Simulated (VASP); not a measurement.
# BP (F-43m) in VASP: notebook

The runs below take BP through single point, with PBE.

Everything below comes from runs of VASP 6.6.1. Logs are shortened: lines on timing, memory, paths and dates and some standing lists are left out, and cuts for length are marked.

### 1 The cell of the first run

Symmetry: F-43m, No. 216, cubic system. The conventional cell has a = 4.537 Å, b = 4.537 Å, c = 4.537 Å, α = 90.00°, β = 90.00°, γ = 90.00°. Within 2.6 Å of B (site symmetry -43m) lie 4 P at 1.96 Å. Within 2.6 Å of P (site symmetry -43m) lie 4 B at 1.96 Å.

### 2 Single point, PBE

Contents of INCAR:

```
  PREC = Accurate
  ENCUT = 520
  EDIFF = 1E-7
  ISMEAR = 0
  SIGMA = 0.01
  LREAL = False
  LASPH = True
  NELM = 100
  ALGO = Normal
  ISIF = 2
  LWAVE = False
  LCHARG = False
  GGA = PE
  NBANDS = 11
```

Contents of KPOINTS:

```
Automatic mesh
0
Gamma
  6 6 6
```

Contents of POSCAR:

```
BP
1.0
    0.0000000000      2.2683157262      2.2683157262
    2.2683157262      0.0000000000      2.2683157262
    2.2683157262      2.2683157262      0.0000000000
B P
1 1
Direct
    0.0000000000      0.0000000000      0.0000000000
    0.2500000000      0.2500000000      0.2500000000
```

Potentials or basis: VASP PAW PBE potentials, release 64 (B, P).

Command:

```bash
cat potpaw_PBE.64/B/POTCAR potpaw_PBE.64/P/POTCAR > POTCAR
mpirun -np 1 vasp_std > vasp.out
```

OUTCAR:

```text
PREC = Accurate
   ENCUT = 520
   EDIFF = 1E-7
   ISMEAR = 0
   LREAL = False
   LASPH = True
   NELM = 100
   ISIF = 2
   GGA = PE

 ion  position               nearest neighbor table
   1  0.000  0.000  0.000-   2 1.96   2 1.96   2 1.96   2 1.96
   2  0.250  0.250  0.250-   1 1.96   1 1.96   1 1.96   1 1.96

  LATTYP: Found a face centered cubic cell.
 ALAT       =     4.5366314524

  Lattice vectors:

 A1 = (   0.0000000000,   2.2683157262,   2.2683157262)
 A2 = (   2.2683157262,   0.0000000000,   2.2683157262)
 A3 = (   2.2683157262,   2.2683157262,   0.0000000000)

Analysis of symmetry for initial positions (statically):
=====================================================================
 Subroutine PRICEL returns:
 Original cell was already a primitive cell.

 Routine SETGRP: Setting up the symmetry group for a
 face centered cubic supercell.

 Subroutine GETGRP returns: Found 24 space group operations
 (whereof 24 operations were pure point group operations)
 out of a pool of 48 trial point group operations.

The static configuration has the point symmetry T_d .

Analysis of symmetry for dynamics (positions and initial velocities):
=====================================================================
 Subroutine PRICEL returns:
 Original cell was already a primitive cell.

 Routine SETGRP: Setting up the symmetry group for a
 face centered cubic supercell.

 Subroutine GETGRP returns: Found 24 space group operations
 (whereof 24 operations were pure point group operations)
 out of a pool of 48 trial point group operations.

The dynamic configuration has the point symmetry T_d .

 Subroutine INISYM returns: Found 24 space group operations
 (whereof 24 operations are pure point group operations),
 and found     1 'primitive' translations

----------------------------------------------------------------------------------------

                                     Primitive cell

  volume of cell :      23.3421

  direct lattice vectors                    reciprocal lattice vectors
     0.000000000  2.268315726  2.268315726    -0.220427868  0.220427868  0.220427868
     2.268315726  0.000000000  2.268315726     0.220427868 -0.220427868  0.220427868
     2.268315726  2.268315726  0.000000000     0.220427868  0.220427868 -0.220427868

  length of vectors
     3.207882864  3.207882864  3.207882864     0.381792267  0.381792267  0.381792267

  position of ions in fractional coordinates (direct lattice)
[... 76 lines left out ...]
   ISIF   =      2    stress and relaxation
   ISYM   =      2    0-nonsym 1-usesym 2-fastsym
   POTIM  = 0.5000    time-step for ionic-motion
   TEBEG  =    0.0;   TEEND  =   0.0 temperature during run
   PSTRESS=    0.0 pullay stress
   NELECT =       8.0000    total number of electrons
   NUPDOWN=      -1.0000    fix difference up-down
   EMIN   =  10.00;   EMAX   =-10.00  energy-range for DOS
   EFERMI =   0.00;   METHOD = LEGACY
   ISMEAR =     0;   SIGMA  =   0.01  broadening in eV -4-tet -1-fermi 0-gaus
   EFERMI_NEDOS =   21; number of points for ismear=-14 and -15
   IALGO  =     38    algorithm
   IMIX   =      4    mixing-type and parameters
     AMIX     =   0.40;   BMIX     =  1.00
     AMIX_MAG =   1.60;   BMIX_MAG =  1.00
  volume/ion in A,a.u.               =      11.67        78.76
  Fermi-wavevector in a.u.,A,eV,Ry     =   1.145666  2.164995 17.858332  1.312550
  Thomas-Fermi vector in A             =   2.282353
   LORBIT       =      0    0 simple, 1 ext, 2 COOP (PROOUT), +10 PAW based schemes
   GGA     = PE    functional components
   LHFCALC =     F    Hartree Fock is set to
   AEXX    =    0.0000 exact exchange contribution
   IVDW    =     0    specifies the selected vdW correction
   LEPSILON=     F    determine dielectric tensor
   LRPA    =     F    only Hartree local field effects (RPA)
 non-spin polarized calculation
 Gauss-broadening in eV      SIGMA  =   0.01
  energy-cutoff  :      520.00
  volume of cell :       23.34
 maximum number of plane-waves:       636
   NGX = 11   NGY = 11   NGZ = 11

 number of electron       8.0000000 magnetization

 Free energy of the ion-electron system (eV)
  ---------------------------------------------------
  ext. energy  EPLUGINS =         0.00000000
  ---------------------------------------------------
  free energy    TOTEN  =       -12.91318171 eV

  energy without entropy =      -12.91318171  energy(sigma->0) =      -12.91318171

 E-fermi :   7.5762     XC(G=0): -10.9082

 val. band max:        7.4497822751   @ k =   0.0000   0.0000   0.0000
 cond. band min:       8.7769518443   @ k =   0.5000   0.5000   0.0000
 fundamental gap:      1.3271695692
 Fermi energy:         7.5761501528

 k-point     1 :       0.0000    0.0000    0.0000
  band No.  band energies     occupation
      1      -8.0209      2.00000
      2       7.4498      2.00000
      3       7.4498      2.00000
      4       7.4498      2.00000
      5      10.8490      0.00000
      6      10.8490      0.00000
      7      10.8490      0.00000
      8      14.8380      0.00000
      9      18.9670      0.00000
     10      19.5771      0.00000
     11      19.5771      0.00000
[... 197 lines left out ...]
 k-point    16 :      -0.3333    0.5000    0.1667
  band No.  band energies     occupation
      1      -2.9614      2.00000
      2      -0.7792      2.00000
      3       2.1427      2.00000
      4       2.2663      2.00000
      5      11.2803      0.00000
      6      11.8993      0.00000
      7      16.5808      0.00000
      8      17.2357      0.00000
      9      20.3986      0.00000
     10      23.6540      0.00000
     11      23.9374      0.00000

------------------------ aborting loop because EDIFF is reached ----------------------------------------

  FORCE on cell =-STRESS in cart. coord.  units (eV):
  Direction    XX          YY          ZZ          XY          YZ          ZX
  --------------------------------------------------------------------------------------
  -------------------------------------------------------------------------------------
  Total        0.1719982      0.1719982      0.1719982     -0.0000000      0.0000000     -0.0000000
  in kB       11.8057585     11.8057585     11.8057585     -0.0000000      0.0000000     -0.0000000
  external PRESSURE =      11.8057585 kB  Pullay stress =       0.0000000 kB

 VOLUME and BASIS-vectors are now :
 -----------------------------------------------------------------------------
  energy-cutoff  :      520.00
  volume of cell :       23.34
      direct lattice vectors                 reciprocal lattice vectors
     0.000000000  2.268315726  2.268315726    -0.220427868  0.220427868  0.220427868
     2.268315726  0.000000000  2.268315726     0.220427868 -0.220427868  0.220427868
     2.268315726  2.268315726  0.000000000     0.220427868  0.220427868 -0.220427868

 POSITION                                       TOTAL-FORCE (eV/Angst)
 -----------------------------------------------------------------------------------
      0.00000      0.00000      0.00000        -0.000000     -0.000000     -0.000000
      1.13416      1.13416      1.13416         0.000000      0.000000      0.000000
 -----------------------------------------------------------------------------------
    total drift:                                0.000000      0.000000      0.000000

  FREE ENERGIE OF THE ION-ELECTRON SYSTEM (eV)
  ---------------------------------------------------
  free  energy   TOTEN  =       -12.9131817131 eV

  energy  without entropy=      -12.9131817131  energy(sigma->0) =      -12.91318171
```

Run time: 7.2 s. Hardware: 1 thread of Intel Xeon 8259CL, shared host; peak memory 0.13 GiB.

Results:

| Quantity | Value |
| --- | --- |
| Free energy | -12.9132 eV |
| Pressure | 1.2 GPa |
| Band gap on the k mesh | 1.33 eV, indirect (least direct gap 3.40 eV) |

Levels at points of the mesh, in eV from the valence-band top:
| k point | band 1 | band 2 | band 3 | band 4 | band 5 | band 6 | band 7 | band 8 | band 9 |
| --- | --- | --- | --- | --- | --- | --- | --- | --- | --- |
| (0.00, 0.00, 0.00) | -15.47 | 0.00 | 0.00 | 0.00 | 3.40 | 3.40 | 3.40 | 7.39 | 11.52 |
| (0.50, 0.00, 0.00) | -12.14 | -9.04 | -1.76 | -1.76 | 3.79 | 4.71 | 4.71 | 10.13 | 14.63 |
| (0.50, 0.50, 0.00) | -10.61 | -8.59 | -4.12 | -4.12 | 1.33 | 1.66 | 12.13 | 12.13 | 15.24 |

### 3 Single point, PBE (volume changed by -5%)

Contents of INCAR:

```
SYSTEM = BP
PREC = Accurate ; ENCUT = 520
EDIFF = 1E-7 ; ISMEAR = 0
SIGMA = 0.01 ; LREAL = .FALSE.
LASPH = .TRUE. ; NELM = 80
ALGO = Normal ; ISIF = 2
LWAVE = .FALSE. ; LCHARG = .TRUE.
GGA = PE ; LELF = .TRUE.
LVHAR = .TRUE. ; NBANDS = 11
```

Contents of KPOINTS:

```
Automatic mesh
0
G
  6 6 6
  0 0 0
```

Contents of POSCAR:

```
BP
1.0
    0.0000000000      2.2298622682      2.2298622682
    2.2298622682      0.0000000000      2.2298622682
    2.2298622682      2.2298622682      0.0000000000
B P
1 1
Direct
    0.0000000000      0.0000000000      0.0000000000
    0.2500000000      0.2500000000      0.2500000000
```

Potentials or basis: VASP PAW PBE potentials, release 64 (B, P).

Command:

```bash
cat potpaw_PBE.64/B/POTCAR potpaw_PBE.64/P/POTCAR > POTCAR
mpirun -np 1 vasp_std > vasp.out
```

OUTCAR:

```text
SYSTEM = BP
   PREC = Accurate
   ENCUT = 520
   EDIFF = 1E-7
   ISMEAR = 0
   LREAL = .FALSE.
   LASPH = .TRUE.
   NELM = 80
   ISIF = 2
   GGA = PE

 ion  position               nearest neighbor table
   1  0.000  0.000  0.000-   2 1.93   2 1.93   2 1.93   2 1.93
   2  0.250  0.250  0.250-   1 1.93   1 1.93   1 1.93   1 1.93

  LATTYP: Found a face centered cubic cell.
 ALAT       =     4.4597245364

  Lattice vectors:

 A1 = (   0.0000000000,   2.2298622682,   2.2298622682)
[... 398 lines left out ...]

------------------------ aborting loop because EDIFF is reached ----------------------------------------

  FORCE on cell =-STRESS in cart. coord.  units (eV):
  Direction    XX          YY          ZZ          XY          YZ          ZX
  --------------------------------------------------------------------------------------
  -------------------------------------------------------------------------------------
  Total        1.4642414      1.4642414      1.4642414      0.0000000      0.0000000      0.0000000
  in kB      105.7935388    105.7935388    105.7935388      0.0000000      0.0000000      0.0000000
  external PRESSURE =     105.7935388 kB  Pullay stress =       0.0000000 kB

 VOLUME and BASIS-vectors are now :
 -----------------------------------------------------------------------------
  energy-cutoff  :      520.00
  volume of cell :       22.18
      direct lattice vectors                 reciprocal lattice vectors
     0.000000000  2.229862268  2.229862268    -0.224229096  0.224229096  0.224229096
     2.229862268  0.000000000  2.229862268     0.224229096 -0.224229096  0.224229096
     2.229862268  2.229862268  0.000000000     0.224229096  0.224229096 -0.224229096

 POSITION                                       TOTAL-FORCE (eV/Angst)
 -----------------------------------------------------------------------------------
      0.00000      0.00000      0.00000        -0.000000     -0.000000     -0.000000
      1.11493      1.11493      1.11493         0.000000      0.000000      0.000000
 -----------------------------------------------------------------------------------
    total drift:                                0.000000      0.000000      0.000000

  FREE ENERGIE OF THE ION-ELECTRON SYSTEM (eV)
  ---------------------------------------------------
  free  energy   TOTEN  =       -12.8711863910 eV

  energy  without entropy=      -12.8711863910  energy(sigma->0) =      -12.87118639
```

OSZICAR:

```text
N       E                     dE             d eps       ncg     rms          rms(c)
DAV:   1     0.973751022203E+01    0.97375E+01   -0.40466E+03   352   0.660E+02
DAV:   2    -0.130120619949E+02   -0.22750E+02   -0.21529E+02   460   0.118E+02
DAV:   3    -0.136989235974E+02   -0.68686E+00   -0.68433E+00   455   0.171E+01
DAV:   4    -0.137013272027E+02   -0.24036E-02   -0.24034E-02   402   0.118E+00
DAV:   5    -0.137013390754E+02   -0.11873E-04   -0.11873E-04   429   0.847E-02    0.778E+00
DAV:   6    -0.129883314499E+02    0.71301E+00   -0.15425E+00   394   0.555E+00    0.418E+00
DAV:   7    -0.128790948469E+02    0.10924E+00   -0.28764E-01   436   0.268E+00    0.140E+00
DAV:   8    -0.128706508303E+02    0.84440E-02   -0.28948E-02   411   0.994E-01    0.210E-01
DAV:   9    -0.128709766287E+02   -0.32580E-03   -0.70109E-04   403   0.184E-01    0.143E-01
DAV:  10    -0.128711744486E+02   -0.19782E-03   -0.23814E-04   407   0.982E-02    0.292E-02
DAV:  11    -0.128711855725E+02   -0.11124E-04   -0.13110E-05   420   0.234E-02    0.383E-02
DAV:  12    -0.128711864744E+02   -0.90189E-06   -0.46883E-06   397   0.107E-02    0.194E-02
DAV:  13    -0.128711863343E+02    0.14015E-06   -0.14592E-07   348   0.242E-03    0.787E-03
DAV:  14    -0.128711863910E+02   -0.56762E-07   -0.49089E-08   209   0.120E-03
   1 F= -.12871186E+02 E0= -.12871186E+02  d E =-.310726E-48
```

stdout:

```text
POSCAR found type information on POSCAR B P
 POSCAR found :  2 types and       2 ions
 scaLAPACK will be used
 LDA part: xc-table for (Slater+PW92), standard interpolation
 POSCAR, INCAR and KPOINTS ok, starting setup
 FFT: planning ... GRIDC
 FFT: planning ... GRID_SOFT
 FFT: planning ... GRID
 WAVECAR not read
 entering main loop
```

It took 7.5 s on 1 thread of Intel Xeon 8259CL, shared host; peak memory 0.13 GiB.

Results:

```
Free energy            : -12.8712 eV
Pressure               : 10.6 GPa
Band gap on the k mesh : 1.22 eV, indirect (least direct gap 3.48 eV)
```

 A k mesh can miss the band edges.

### 4 Single point, PBE (volume changed by -10%)

Contents of INCAR:

```
PREC = Accurate
ENCUT = 520
EDIFF = 1E-6
ISMEAR = 0
SIGMA = 0.01
LREAL = False
LASPH = True
NELM = 100
ALGO = Normal
ISIF = 2
LWAVE = False
LCHARG = False
GGA = PE
NBANDS = 11
```

Contents of KPOINTS:

```
regular mesh
0
Gamma
  6 6 6
```

Contents of POSCAR:

```
BP
1.0
    0.0000000000      2.1900347545      2.1900347545
    2.1900347545      0.0000000000      2.1900347545
    2.1900347545      2.1900347545      0.0000000000
B P
1 1
Direct
    0.0000000000      0.0000000000      0.0000000000
    0.2500000000      0.2500000000      0.2500000000
```

Command:

```bash
cat potpaw_PBE.64/B/POTCAR potpaw_PBE.64/P/POTCAR > POTCAR
mpirun -np 1 vasp_std > vasp.out
```

It took 5.7 s on 1 thread of Intel Xeon 8259CL, shared host; peak memory 0.13 GiB.

Results (log left out):

* Free energy: -12.7519 eV
* Pressure: 22.5 GPa
* Band gap on the k mesh: 1.10 eV, indirect (least direct gap 3.58 eV)

Levels at points of the mesh, in eV from the valence-band top:
```csv
k point,band 2,band 3,band 4,band 5,band 6,band 7
"(0.00, 0.00, 0.00)",0.00,0.00,0.00,3.58,3.58,3.58
"(0.50, 0.00, 0.00)",-9.83,-1.88,-1.88,4.44,4.78,4.78
"(0.50, 0.50, 0.00)",-9.15,-4.50,-4.50,1.10,1.56,13.14
```

 A k mesh can miss the band edges.

### 5 Single point, PBE (volume changed by +5%)

Contents of INCAR:

```
SYSTEM = BP
PREC     = Accurate       ! precision mode
ENCUT    = 520            ! plane-wave cutoff, eV
EDIFF    = 1E-6           ! SCF threshold, eV
ISMEAR   = 0              ! smearing method
SIGMA    = 0.01           ! smearing width, eV
LREAL    = .FALSE.        ! projectors in reciprocal space
LASPH    = .TRUE.         ! aspherical terms in the spheres
NELM     = 100            ! most SCF steps
ALGO     = Normal         ! electronic algorithm
ISIF     = 2              ! what is computed and relaxed
LWAVE    = .FALSE.        ! write WAVECAR
LCHARG   = .TRUE.         ! write CHGCAR
GGA      = PE             ! functional
LELF     = .TRUE.         ! ELF
LVHAR    = .TRUE.       
NBANDS   = 11             ! bands
```

Contents of KPOINTS:

```
Automatic mesh
0
G
  6 6 6
  0 0 0
```

Contents of POSCAR:

```
BP
1.0
    0.0000000000      2.3055078402      2.3055078402
    2.3055078402      0.0000000000      2.3055078402
    2.3055078402      2.3055078402      0.0000000000
B P
1 1
Direct
    0.0000000000      0.0000000000      0.0000000000
    0.2500000000      0.2500000000      0.2500000000
```

Command:

```bash
cat potpaw_PBE.64/B/POTCAR potpaw_PBE.64/P/POTCAR > POTCAR
mpirun -np 1 vasp_std > vasp.out
```

Wall time 7.1 s (1 thread of Intel Xeon 8259CL, shared host); peak memory 0.13 GiB.

It converged, with:

- Free energy: -12.8943 eV
- Pressure: -6.2 GPa
- Band gap on the k mesh: 1.42 eV, indirect (least direct gap 3.33 eV)

Levels at points of the mesh, in eV from the valence-band top:
| k point | band 1 | band 2 | band 3 | band 4 | band 5 | band 6 | band 7 | band 8 |
| --- | --- | --- | --- | --- | --- | --- | --- | --- |
| (0.00, 0.00, 0.00) | -15.04 | 0.00 | 0.00 | 0.00 | 3.33 | 3.33 | 3.33 | 6.66 |
| (0.50, 0.00, 0.00) | -11.90 | -8.70 | -1.70 | -1.70 | 3.50 | 4.68 | 4.68 | 9.96 |
| (0.50, 0.50, 0.00) | -10.44 | -8.34 | -3.94 | -3.94 | 1.42 | 1.70 | 11.68 | 11.68 |

 A k mesh can miss the band edges.

### 6 Single point, PBE (volume changed by +10%)

Contents of INCAR:

```
  PREC = Accurate
  ENCUT = 520
  EDIFF = 1E-6
  ISMEAR = 0
  SIGMA = 0.01
  LREAL = F
  LASPH = T
  NELM = 100
  ALGO = Normal
  ISIF = 2
  LWAVE = F
  LCHARG = T
  GGA = PE
  LELF = T
  LVHAR = T
  NBANDS = 11
```

Contents of KPOINTS:

```
Automatic mesh
0
Gamma
  6 6 6
```

Contents of POSCAR:

```
BP
1.0
    0.0000000000      2.3415372197      2.3415372197
    2.3415372197      0.0000000000      2.3415372197
    2.3415372197      2.3415372197      0.0000000000
B P
1 1
Direct
    0.0000000000      0.0000000000      0.0000000000
    0.2500000000      0.2500000000      0.2500000000
```

Potentials or basis: VASP PAW PBE potentials, release 64 (B, P).

Command:

```bash
cat potpaw_PBE.64/B/POTCAR potpaw_PBE.64/P/POTCAR > POTCAR
mpirun -np 1 vasp_std > vasp.out
```

It took 13 s on 1 thread of Intel Xeon 8259CL, shared host; peak memory 0.14 GiB.

It converged, with:

- Free energy: -12.8274 eV
- Pressure: -12.1 GPa
- Band gap on the k mesh: 1.47 eV, indirect (least direct gap 3.28 eV)

Levels at points of the mesh, in eV from the valence-band top:
```csv
k point,band 1,band 2,band 3,band 4,band 5,band 6,band 7,band 8
"(0.00, 0.00, 0.00)",-14.64,0.00,0.00,0.00,3.28,3.28,3.28,5.98
"(0.50, 0.00, 0.00)",-11.67,-8.38,-1.64,-1.64,3.24,4.65,4.65,9.79
"(0.50, 0.50, 0.00)",-10.28,-8.11,-3.78,-3.78,1.50,1.75,11.26,11.26
```

 A k mesh can miss the band edges.

### 7 Summary

| cell | gap on the mesh (eV) | pressure (GPa) |
| --- | --- | --- |
| a = 3.208 Å, angles 60.0°, 2 atoms | 1.33 | 1.2 |
| a = 3.154 Å, angles 60.0°, 2 atoms | 1.22 | 10.6 |
| a = 3.097 Å, angles 60.0°, 2 atoms | 1.10 | 22.5 |
| a = 3.260 Å, angles 60.0°, 2 atoms | 1.42 | -6.2 |
| a = 3.311 Å, angles 60.0°, 2 atoms | 1.47 | -12.1 |

Alike in all rows: task single point; level PBE; potentials or basis VASP PAW PBE potentials, release 64 (B, P); no spin polarisation; k mesh 6 × 6 × 6; cutoff (eV) 520; smearing gaussian 0.01 eV.

Absolute energies hang on the potentials; compare differences alone.
